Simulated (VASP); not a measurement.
Input of a VASP 6.6.1 run:

INCAR

```
ALGO = Normal
EDIFF = 1E-7
ENCUT = 520
GGA = RP
ISIF = 2
ISMEAR = -1
ISPIN = 2
LASPH = T
LCHARG = T
LELF = T
LMAXMIX = 4
LORBIT = 11
LREAL = F
LVHAR = T
LWAVE = F
MAGMOM = 1.79 1.79
NBANDS = 20
NELM = 150
PREC = Accurate
SIGMA = 0.05
```

The input KPOINTS:

```
k-points
0
Gamma
  12 12 12
```

File POSCAR:

```
Co
1.0
    0.0000000000      2.5347996921      2.5347996921
    2.5347996921      0.0000000000      2.5347996921
    2.5347996921      2.5347996921      0.0000000000
Co
2
Direct
    0.1250000000      0.1250000000      0.1250000000
    0.8750000000      0.8750000000      0.8750000000
```

Potentials or basis: VASP PAW PBE potentials, release 64 (Co).

Run with:

```console
$ cat potpaw_PBE.64/Co/POTCAR > POTCAR
$ mpirun -np 1 vasp_std > vasp.out
```

(1) Estimate the pressure.

(2) Estimate the net moment.

(3) Estimate the site moments.

Results:

(1) 3.4 GPa.

(2) 3.45 μB per cell.

(3) Co +1.72 μB.

Caveat: the cell stands under pressure; the PAW data sets were made with another functional, which shifts forces and pressure a little.
